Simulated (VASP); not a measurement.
# NiO (P4_2/mmc) in VASP: notebook, part 2 of 2

VASP 6.6.1.

## (4) Single point, PBE (volume scaled by 0.91, then relaxed in part)

INCAR reads:

```
ALGO = Normal ; EDIFF = 1E-7
ENCUT = 520 ; GGA = PE
ISIF = 2 ; ISMEAR = 0
LASPH = True ; LCHARG = True
LELF = True ; LREAL = False
LVHAR = True ; LWAVE = False
NBANDS = 24 ; NELM = 60
PREC = Accurate ; SIGMA = 0.1
```

KPOINTS reads:

```
k-points
0
Gamma
  16 16 10
```

POSCAR reads:

```
NiO
1.0
    2.7108583891      0.0000000000      0.0000000000
    0.0000000000      2.7108583891      0.0000000000
    0.0000000000      0.0000000000      4.9691816290
Ni O
2 2
Direct
    0.0000000000      0.5000000000      0.5000000000
    0.5000000000      0.0000000000      0.0000000000
    0.0000000000      0.0000000000      0.2500000000
    0.0000000000      0.0000000000      0.7500000000
```

The run is started by

```
> cat potpaw_PBE.64/Ni/POTCAR potpaw_PBE.64/O/POTCAR > POTCAR
> mpirun -np 1 vasp_std > vasp.out
```

Wall time 93 s (1 thread of Intel Xeon 6975P-C (Granite Rapids), shared host); peak memory 0.3 GiB.

The run converged. Its results:

```yaml
Free_energy: -24.0417 eV
Pressure: 21.2 GPa
Band_gap_on_the_k_mesh: zero (band 16 reaches 8.19 eV, above the bottom of band 17 at 7.81 eV)
```

Stress tensor (GPa, compression positive):
```
20.95  0.00  0.00
 0.00 20.95  0.00
 0.00  0.00 21.79
```

Levels at points of the mesh, in eV from the Fermi level:
| k point | band 12 | band 13 | band 14 | band 15 | band 16 | band 17 | band 18 | band 19 | band 20 | band 21 |
| --- | --- | --- | --- | --- | --- | --- | --- | --- | --- | --- |
| (0.00, 0.00, 0.00) | -1.54 | -1.54 | -1.40 | -1.36 | -1.24 | 1.62 | 1.62 | 3.14 | 6.87 | 9.04 |
| (0.50, 0.00, 0.00) | -1.56 | -1.48 | -1.07 | -0.73 | -0.18 | 1.16 | 1.21 | 3.98 | 7.54 | 8.02 |
| (0.50, 0.50, 0.00) | -1.54 | -1.54 | -1.54 | -0.47 | 0.23 | 0.23 | 2.22 | 2.34 | 8.26 | 11.91 |
| (0.00, 0.00, 0.50) | -1.99 | -1.30 | -1.30 | -0.63 | -0.63 | 0.83 | 0.83 | 4.99 | 4.99 | 12.93 |
| (0.50, 0.00, 0.50) | -1.89 | -1.69 | -1.38 | -1.12 | -0.42 | 1.15 | 1.66 | 4.64 | 7.61 | 9.14 |
| (0.50, 0.50, 0.50) | -1.58 | -1.33 | -1.33 | -0.02 | -0.02 | 0.62 | 0.62 | 4.67 | 4.67 | 12.56 |

Caveat: the run has no spin polarisation, though such a crystal can be magnetic; semilocal functionals often make such compounds metallic where correlation or magnetic order opens a gap, which also shifts bond lengths.

## (5) Single point, PBE (volume scaled by 0.94, then relaxed in part)

INCAR reads:

```
SYSTEM = NiO
PREC = Accurate
ENCUT = 520
EDIFF = 1E-6
ISMEAR = 0
SIGMA = 0.1
LREAL = .FALSE.
LASPH = .TRUE.
NELM = 80
ALGO = Normal
ISIF = 2
LWAVE = .FALSE.
LCHARG = .FALSE.
GGA = PE
NBANDS = 24
```

KPOINTS reads:

```
regular mesh
0
G
  16 16 10
  0 0 0
```

POSCAR reads:

```
NiO
1.0
    2.7524246614      0.0000000000      0.0000000000
    0.0000000000      2.7524246614      0.0000000000
    0.0000000000      0.0000000000      4.9791374372
Ni O
2 2
Direct
    0.0000000000      0.5000000000      0.5000000000
    0.5000000000      0.0000000000      0.0000000000
    0.0000000000      0.0000000000      0.2500000000
    0.0000000000      0.0000000000      0.7500000000
```

The run is started by

```
> cat potpaw_PBE.64/Ni/POTCAR potpaw_PBE.64/O/POTCAR > POTCAR
> mpirun -np 1 vasp_std > vasp.out
```

Wall time 79 s (1 thread of Intel Xeon 6975P-C (Granite Rapids), shared host); peak memory 0.3 GiB.

It converged, with:

```
Free energy            : -24.1704 eV
Pressure               : 13.2 GPa
Band gap on the k mesh : zero (band 16 reaches 7.70 eV, above the bottom of band 17 at 7.34 eV)
```

Stress tensor (GPa, compression positive):
```
12.98  0.00  0.00
 0.00 12.98  0.00
 0.00  0.00 13.70
```

Levels at points of the mesh, in eV from the Fermi level:
```csv
k point,band 12,band 13,band 14,band 15,band 16,band 17,band 18,band 19,band 20,band 21
"(0.00, 0.00, 0.00)",-1.45,-1.45,-1.31,-1.27,-1.18,1.59,1.59,2.99,6.77,8.90
"(0.50, 0.00, 0.00)",-1.52,-1.41,-0.99,-0.68,-0.17,1.10,1.20,4.09,7.35,7.87
"(0.50, 0.50, 0.00)",-1.51,-1.51,-1.42,-0.49,0.22,0.22,2.12,2.37,8.23,11.77
"(0.00, 0.00, 0.50)",-1.87,-1.24,-1.24,-0.60,-0.60,0.84,0.84,4.83,4.83,12.90
"(0.50, 0.00, 0.50)",-1.79,-1.62,-1.30,-1.06,-0.41,1.07,1.63,4.68,7.44,9.04
"(0.50, 0.50, 0.50)",-1.55,-1.22,-1.22,-0.01,-0.01,0.56,0.56,4.67,4.67,12.41
```

Caveat: the run has no spin polarisation, though such a crystal can be magnetic; semilocal functionals often make such compounds metallic where correlation or magnetic order opens a gap, which also shifts bond lengths.

## (6) Single point, PBE (volume scaled by 0.97, then relaxed in part)

INCAR reads:

```
PREC = Accurate
ENCUT = 520
EDIFF = 1E-6
ISMEAR = 0
SIGMA = 0.1
LREAL = False
LASPH = True
NELM = 60
ALGO = Normal
ISIF = 2
LWAVE = False
LCHARG = False
GGA = PE
NBANDS = 24
```

KPOINTS reads:

```
Automatic mesh
0
Gamma
  16 16 10
```

POSCAR reads:

```
NiO
1.0
    2.7922970713      0.0000000000      0.0000000000
    0.0000000000      2.7922970713      0.0000000000
    0.0000000000      0.0000000000      4.9923570008
Ni O
2 2
Direct
    0.0000000000      0.5000000000      0.5000000000
    0.5000000000      0.0000000000      0.0000000000
    0.0000000000      0.0000000000      0.2500000000
    0.0000000000      0.0000000000      0.7500000000
```

Potentials or basis: VASP PAW PBE potentials, release 64 (Ni, O).

The run is started by

```
> cat potpaw_PBE.64/Ni/POTCAR potpaw_PBE.64/O/POTCAR > POTCAR
> mpirun -np 1 vasp_std > vasp.out
```

OUTCAR:

```text
PREC = Accurate
   ENCUT = 520
   EDIFF = 1E-6
   ISMEAR = 0
   LREAL = False
   LASPH = True
   NELM = 60
   ISIF = 2
   GGA = PE

 ion  position               nearest neighbor table
   1  0.000  0.500  0.500-   3 1.87   4 1.87   3 1.87   4 1.87
   2  0.500  0.000  0.000-   3 1.87   4 1.87   3 1.87   4 1.87
   3  0.000  0.000  0.250-   1 1.87   2 1.87   1 1.87   2 1.87
   4  0.000  0.000  0.750-   1 1.87   2 1.87   1 1.87   2 1.87

  LATTYP: Found a simple tetragonal cell.
 ALAT       =     2.7922970713
[... 842 lines left out ...]
     24      21.2013      0.00000

 [... further k-points ...]
[... 5 lines left out ...]
  --------------------------------------------------------------------------------------
  -------------------------------------------------------------------------------------
  Total        1.5018705      1.5018705      1.6544407     -0.0000000      0.0000000      0.0000000
  in kB       61.8178928     61.8178928     68.0977741     -0.0000000      0.0000000      0.0000000
  external PRESSURE =      63.9111866 kB  Pullay stress =       0.0000000 kB

 VOLUME and BASIS-vectors are now :
 -----------------------------------------------------------------------------
  energy-cutoff  :      520.00
  volume of cell :       38.93
      direct lattice vectors                 reciprocal lattice vectors
     2.792297071  0.000000000  0.000000000     0.358128084  0.000000000  0.000000000
     0.000000000  2.792297071  0.000000000     0.000000000  0.358128084  0.000000000
     0.000000000  0.000000000  4.992357001     0.000000000  0.000000000  0.200306188

 POSITION                                       TOTAL-FORCE (eV/Angst)
 -----------------------------------------------------------------------------------
      0.00000      1.39615      2.49618         0.000000     -0.000000     -0.000000
      1.39615      0.00000      0.00000         0.000000     -0.000000     -0.000000
      0.00000      0.00000      1.24809         0.000000      0.000000     -0.000000
      0.00000      0.00000      3.74427        -0.000000     -0.000000      0.000000
 -----------------------------------------------------------------------------------
    total drift:                                0.000000      0.000000     -0.000000

  FREE ENERGIE OF THE ION-ELECTRON SYSTEM (eV)
  ---------------------------------------------------
  free  energy   TOTEN  =       -24.2438313975 eV

  energy  without entropy=      -24.2352892486  energy(sigma->0) =      -24.23956032
```

OSZICAR:

```text
N       E                     dE             d eps       ncg     rms          rms(c)
DAV:   1     0.247627393196E+03    0.24763E+03   -0.15576E+04 13232   0.176E+03
DAV:   2    -0.610675328989E+01   -0.25373E+03   -0.22743E+03 13536   0.361E+02
DAV:   3    -0.295364716212E+02   -0.23430E+02   -0.22749E+02 15680   0.127E+02
DAV:   4    -0.299254835563E+02   -0.38901E+00   -0.38867E+00 14640   0.170E+01
DAV:   5    -0.299337526883E+02   -0.82691E-02   -0.82687E-02 17160   0.232E+00    0.243E+01
DAV:   6    -0.283188173665E+02    0.16149E+01   -0.29799E+01 17568   0.107E+02    0.234E+01
DAV:   7    -0.242565864756E+02    0.40622E+01   -0.11110E+01 15232   0.933E+01    0.790E+00
DAV:   8    -0.242430299092E+02    0.13557E-01   -0.14523E+00 16472   0.130E+01    0.205E+00
DAV:   9    -0.242442198677E+02   -0.11900E-02   -0.89047E-02 13920   0.263E+00    0.434E-01
DAV:  10    -0.242437582375E+02    0.46163E-03   -0.35079E-03 17144   0.104E+00    0.126E-01
DAV:  11    -0.242438392935E+02   -0.81056E-04   -0.62034E-04 16672   0.270E-01    0.593E-02
DAV:  12    -0.242438237831E+02    0.15510E-04   -0.66823E-05 16576   0.966E-02    0.259E-02
DAV:  13    -0.242438319415E+02   -0.81584E-05   -0.14116E-05 16680   0.552E-02    0.753E-03
DAV:  14    -0.242438313975E+02    0.54397E-06   -0.82859E-07 11832   0.180E-02
   1 F= -.24243831E+02 E0= -.24239560E+02  d E =-.854215E-02
```

stdout:

```text
POSCAR found type information on POSCAR NiO
 POSCAR found :  2 types and       4 ions
 scaLAPACK will be used
 LDA part: xc-table for (Slater+PW92), standard interpolation
 POSCAR, INCAR and KPOINTS ok, starting setup
 FFT: planning ... GRIDC
 FFT: planning ... GRID_SOFT
 FFT: planning ... GRID
 WAVECAR not read
 entering main loop
```

Wall time 76 s (1 thread of Intel Xeon 6975P-C (Granite Rapids), shared host); peak memory 0.32 GiB.

What came out:

```yaml
Free_energy: -24.2438 eV
Pressure: 6.4 GPa
Band_gap_on_the_k_mesh: zero (band 16 reaches 7.24 eV, above the bottom of band 17 at 6.90 eV)
```

Stress tensor (GPa, compression positive):
```
6.18 0.00 0.00
0.00 6.18 0.00
0.00 0.00 6.81
```

Levels at points of the mesh, in eV from the Fermi level:
```csv
k point,band 13,band 14,band 15,band 16,band 17,band 18,band 19,band 20
"(0.00, 0.00, 0.00)",-1.36,-1.25,-1.17,-1.12,1.56,1.56,2.86,6.69
"(0.50, 0.00, 0.00)",-1.33,-0.92,-0.64,-0.16,1.05,1.19,4.18,7.16
"(0.50, 0.50, 0.00)",-1.48,-1.32,-0.50,0.21,0.21,2.03,2.41,8.21
"(0.00, 0.00, 0.50)",-1.18,-1.18,-0.57,-0.57,0.84,0.84,4.69,4.69
"(0.50, 0.00, 0.50)",-1.56,-1.22,-1.00,-0.39,1.00,1.60,4.70,7.29
"(0.50, 0.50, 0.50)",-1.12,-1.12,-0.01,-0.01,0.51,0.51,4.67,4.67
```

Caveat: the run has no spin polarisation, though such a crystal can be magnetic; semilocal functionals often make such compounds metallic where correlation or magnetic order opens a gap, which also shifts bond lengths. Spin polarisation is off, so any magnetic state and its effect on volume and gap are missing.

## (7) Summary

```csv
task,cell,cutoff (eV),gap on the mesh (eV),pressure (GPa)
relaxation of shape and atoms at fixed volume,"relaxed from a = 2.939, b = 2.939, c = 5.111 Å, 4 atoms",600,none,-13.6
single point,"a = 2.667, b = 2.667, c = 4.963 Å, 4 atoms",520,none,30.5
single point,"a = 2.711, b = 2.711, c = 4.969 Å, 4 atoms",520,none,21.2
single point,"a = 2.752, b = 2.752, c = 4.979 Å, 4 atoms",520,none,13.2
single point,"a = 2.792, b = 2.792, c = 4.992 Å, 4 atoms",520,none,6.4
```

Alike in all rows: level PBE; potentials or basis VASP PAW PBE potentials, release 64 (Ni, O); no spin polarisation; k mesh 16 × 16 × 10; smearing gaussian 0.1 eV.

Caveats: the run has no spin polarisation, though such a crystal can be magnetic; semilocal functionals often make such compounds metallic where correlation or magnetic order opens a gap, which also shifts bond lengths.

Absolute energies hang on the potentials; compare differences alone.
